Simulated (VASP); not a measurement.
A run of VASP 6.6.1:

File INCAR:

```
SYSTEM = HfC
PREC = Accurate
ENCUT = 520
EDIFF = 1E-8
ISMEAR = -1
SIGMA = 0.05
LREAL = .False.
LASPH = .True.
NELM = 60
ALGO = Normal
ISIF = 2
LWAVE = .False.
LCHARG = .False.
LEFG = .True.
NBANDS = 14
```

The input KPOINTS:

```
regular mesh
0
Gamma
  12 12 12
  0 0 0
```

File POSCAR:

```
HfC
1.0
    0.0000000000      2.3250000000      2.3017500000
    2.3250000000      0.0000000000      2.3017500000
    2.3250000000      2.3250000000      0.0000000000
Hf C
1 1
Direct
    0.5000000000      0.5000000000      0.5000000000
    0.0000000000      0.0000000000      0.0000000000
```

Potentials or basis: VASP PAW LDA potentials, release 64 (Hf_pv, C).

Command:

```console
$ cat potpaw_LDA.64/Hf_pv/POTCAR potpaw_LDA.64/C/POTCAR > POTCAR
$ mpirun -np 1 vasp_std > vasp.out
```

Hardware: 1 thread of AMD EPYC 7R13 Processor (Zen 3), on a shared host.

Task: Estimate the wall time of this run.

Result: Wall time 32 s on 1 thread of AMD EPYC 7R13 Processor (Zen 3), on a shared host, peak memory 0.14 GiB. Counts: scf iterations 14, k points 163.
